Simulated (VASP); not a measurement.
Write the native input for VASP 6.6.1 that does the following.

```
Task                   : single point
Functional             : PBE
Potentials or basis    : VASP PAW PBE potentials, release 64 (P, C)
Cutoff                 : 520 eV
k mesh                 : 10 × 10 × 10
Occupations            : gaussian, width 0.1 eV
Spin                   : no spin polarisation
Dipole correction      : no
Further INCAR settings : ALGO = Normal; EDIFF = 1e-06; NBANDS = 20
```

The structure of P4C lies in POSCAR:

```
P4C
1.0
   -2.5593160972      2.5593160972      2.5593160972
    2.5593160972     -2.5593160972      2.5593160972
    2.5593160972      2.5593160972     -2.5593160972
P C
4 1
Direct
    0.0000000000      0.0000000000      0.5000000000
    0.5000000000      0.0000000000      0.0000000000
    0.0000000000      0.5000000000      0.0000000000
    0.5000000000      0.5000000000      0.5000000000
    0.0000000000      0.0000000000      0.0000000000
```

One way to write it, as run:

INCAR

```
SYSTEM = P4C
PREC = Accurate ; ENCUT = 520
EDIFF = 1E-6 ; ISMEAR = 0
SIGMA = 0.1 ; LREAL = .False.
LASPH = .True. ; NELM = 60
ALGO = Normal ; ISIF = 2
LWAVE = .False. ; LCHARG = .False.
GGA = PE ; NBANDS = 20
```

KPOINTS

```
regular mesh
0
Gamma
  10 10 10
  0 0 0
```

Potentials or basis: VASP PAW PBE potentials, release 64 (P, C).

Command:

```bash
$ cat potpaw_PBE.64/P/POTCAR potpaw_PBE.64/C/POTCAR > POTCAR
$ mpirun -np 1 vasp_std > vasp.out
```

Results of the run:

```
Pressure               : -0.2 GPa
Band gap on the k mesh : zero (band 12 reaches 10.65 eV, above the bottom of band 13 at 7.93 eV)
```

It took 23 s on 1 thread of Intel(R) Xeon(R) 6975P-C (Granite Rapids), on a shared host, peak memory 0.21 GiB.
